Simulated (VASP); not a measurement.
Write the native input for VASP 6.6.1 that does the following.

| Property | Result |
| --- | --- |
| Task | single point |
| Functional | PBE |
| Dispersion | D3(BJ) |
| Potentials or basis | VASP PAW PBE potentials, release 64 (S, W_sv) |
| Cutoff | 520 eV |
| k mesh | 12 × 12 × 1 |
| Occupations | gaussian, width 0.02 eV |
| Spin | no spin polarisation |
| Dipole correction | yes |
| Further INCAR settings | ALGO = Normal; EDIFF = 1e-06; NBANDS = 20 |

The structure of WS2 lies in POSCAR:

```
WS2
1.0
    3.3490000000      0.0000000000      0.0000000000
   -1.6745000000      2.9003190773      0.0000000000
    0.0000000000      0.0000000000     32.2910878415
S W
2 1
Direct
    0.3333333333      0.6666666667      0.4550091869
    0.3333333333      0.6666666667      0.5450030581
    0.6666666667      0.3333333333      0.5000061204
```

The input as run:

INCAR

```
PREC = Accurate
ENCUT = 520
EDIFF = 1E-6
ISMEAR = 0
SIGMA = 0.02
LREAL = F
LASPH = T
NELM = 100
ALGO = Normal
ISIF = 2
LWAVE = F
LCHARG = T
LDIPOL = T
IDIPOL = 3
DIPOL = 0.5 0.5 0.500
GGA = PE
IVDW = 12
LELF = T
LVHAR = T
LVACPOTAV = T
NBANDS = 20
```

KPOINTS

```
regular mesh
0
Gamma
  12 12 1
```

Potentials or basis: VASP PAW PBE potentials, release 64 (S, W_sv).

Run with:

```bash
$ cat potpaw_PBE.64/S/POTCAR potpaw_PBE.64/W_sv/POTCAR > POTCAR
$ mpirun -np 1 vasp_std > vasp.out
```

Results of the run:

- Largest force: 1.254 eV/Å
- Band gap on the k mesh: 0.27 eV (least direct gap 1.17 eV)
- Dispersion energy per atom: -0.281 eV
- Ionisation potential of the upper face: 5.25 eV

Caveat: spin-orbit coupling is left out, which moves the levels of the heavy elements.

Wall time 120 s on 1 thread of Intel(R) Xeon(R) 6975P-C (Granite Rapids), on a shared host, peak memory 0.51 GiB.
